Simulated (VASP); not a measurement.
Write the native input for VASP 6.6.1 that does the following.

```
Task                   : single point
Functional             : LDA
Potentials or basis    : VASP PAW LDA potentials, release 64 (Hf_pv)
Cutoff                 : 520 eV
k mesh                 : 6 × 6 × 6
Occupations            : fermi-dirac, width 0.1 eV
Spin                   : no spin polarisation
Dipole correction      : no
Further INCAR settings : ALGO = Normal; EDIFF = 1e-07; NBANDS = 17
```

The structure of Hf lies in POSCAR:

```
Hf
1.0
    0.0000000000      3.1198332146      3.1198332146
    3.1198332146      0.0000000000      3.1198332146
    3.1198332146      3.1198332146      0.0000000000
Hf
2
Direct
    0.0000000000      0.0000000000      0.0000000000
    0.2500000000      0.2500000000      0.2500000000
```

The input as run:

INCAR

```
SYSTEM = Hf
  PREC = Accurate
  ENCUT = 520
  EDIFF = 1E-7
  ISMEAR = -1
  SIGMA = 0.1
  LREAL = .FALSE.
  LASPH = .TRUE.
  NELM = 100
  ALGO = Normal
  ISIF = 2
  LWAVE = .FALSE.
  LCHARG = .TRUE.
  GGA = CA
  LELF = .TRUE.
  LVHAR = .TRUE.
  NBANDS = 17
```

KPOINTS

```
Automatic mesh
0
G
  6 6 6
  0 0 0
```

Potentials or basis: VASP PAW LDA potentials, release 64 (Hf_pv).

Launch:

```bash
$ cat potpaw_LDA.64/Hf_pv/POTCAR > POTCAR
$ mpirun -np 1 vasp_std > vasp.out
```

Results of the run:

The pressure is -0.3 GPa and the band gap on the k mesh is zero (band 10 reaches 2.44 eV, above the bottom of band 11 at 1.79 eV).

Caveat: spin-orbit coupling is left out, which moves the levels of the heavy elements.

It took 8.7 s on 1 thread of Intel(R) Xeon(R) 6975P-C (Granite Rapids) (shared host), peak memory 0.16 GiB.
